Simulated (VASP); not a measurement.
## HfTi3N4: single point with PBE

HfTi3N4:

```
Hf Ti N
1.0
     3.07378    0.00000    0.00000
     0.00000    3.07378    0.00000
     0.00000    0.00000    8.67570
Hf Ti N
1 3 4
Cartesian
  0.0000 0.0000 0.0000
  1.5369 1.5369 2.2881
  0.0000 0.0000 4.3378
  1.5369 1.5369 6.3876
  0.0000 0.0000 2.2192
  1.5369 1.5369 4.3378
  0.0000 0.0000 6.4565
  1.5369 1.5369 0.0000
```

```
Program             : VASP 6.6.1
Task                : single point
Functional          : PBE
Potentials or basis : VASP PAW PBE potentials, release 64 (Hf_pv, Ti_sv, N)
Cutoff              : 520 eV
k mesh              : 6 × 6 × 2
Occupations         : gaussian, width 0.1 eV
Spin                : collinear spin
Starting moments    : [0.0, 1.0, 1.0, 1.0, 0.0, 0.0, 0.0, 0.0] μB
```

- Pressure: -0.4 GPa
- Largest force: 0.071 eV/Å
- Band gap on the k mesh: zero (filled and empty bands overlap)
- Net moment: 0.00 μB per cell
- Valence electrons inside the program's atomic spheres: Hf 8.81; Ti 10.31, 10.33 (each value once); N 3.73, 3.74, 3.78 (each value once)

Forces in eV/Å, atoms in the order of the input:
```
Hf   0.000  0.000  0.000
Ti   0.000  0.000  0.019
Ti   0.000  0.000  0.000
Ti   0.000  0.000 -0.019
N    0.000  0.000 -0.071
N    0.000  0.000  0.000
N    0.000  0.000  0.071
N    0.000  0.000  0.000
```

Stress tensor (GPa, compression positive):
```
-0.66  0.00  0.00
 0.00 -0.66  0.00
 0.00  0.00  0.15
```

Levels at points of the mesh, in eV from the Fermi level:
Spin up:
| k point | band 30 | band 31 | band 32 | band 33 | band 34 | band 35 | band 36 | band 37 |
| --- | --- | --- | --- | --- | --- | --- | --- | --- |
| (0.00, 0.00, 0.00) | -2.25 | -2.23 | -2.23 | -2.07 | -1.86 | -0.53 | -0.53 | -0.46 |
| (0.50, 0.00, 0.00) | -4.95 | -4.65 | 0.77 | 1.21 | 1.39 | 1.44 | 1.52 | 1.55 |
| (0.50, 0.50, 0.00) | -3.18 | -3.02 | -3.01 | -3.01 | 0.86 | 0.86 | 1.41 | 1.41 |
| (0.00, 0.00, 0.50) | -2.86 | -2.74 | -2.74 | -2.72 | -1.10 | -0.81 | 0.13 | 0.13 |
| (0.50, 0.00, 0.50) | -5.09 | -4.89 | 1.04 | 1.07 | 1.26 | 1.27 | 1.29 | 1.30 |
| (0.50, 0.50, 0.50) | -4.11 | -4.11 | -1.44 | -1.44 | -0.68 | -0.68 | 2.06 | 2.13 |
Spin down:
```csv
k point,band 29,band 30,band 31,band 32,band 33,band 34,band 35,band 36,band 37,band 38
"(0.00, 0.00, 0.00)",-3.10,-2.25,-2.23,-2.23,-2.07,-1.86,-0.53,-0.53,-0.46,0.52
"(0.50, 0.00, 0.00)",-5.14,-4.95,-4.65,0.77,1.21,1.39,1.44,1.52,1.55,1.56
"(0.50, 0.50, 0.00)",-3.18,-3.18,-3.02,-3.01,-3.01,0.86,0.86,1.41,1.41,1.51
"(0.00, 0.00, 0.50)",-2.90,-2.86,-2.74,-2.74,-2.72,-1.10,-0.81,0.13,0.13,0.54
"(0.50, 0.00, 0.50)",-5.11,-5.09,-4.89,1.04,1.07,1.26,1.27,1.29,1.30,1.60
"(0.50, 0.50, 0.50)",-4.22,-4.11,-4.11,-1.44,-1.44,-0.68,-0.68,2.06,2.13,2.14
```

It took 100 s on 1 thread of Intel(R) Xeon(R) 6975P-C (Granite Rapids) (shared host), peak memory 0.29 GiB.

Caveat: the k points lie up to 0.36 Å⁻¹ apart, too coarse for converged energies and pressures of a metal; spin-orbit coupling is left out, which moves the levels of the heavy elements.
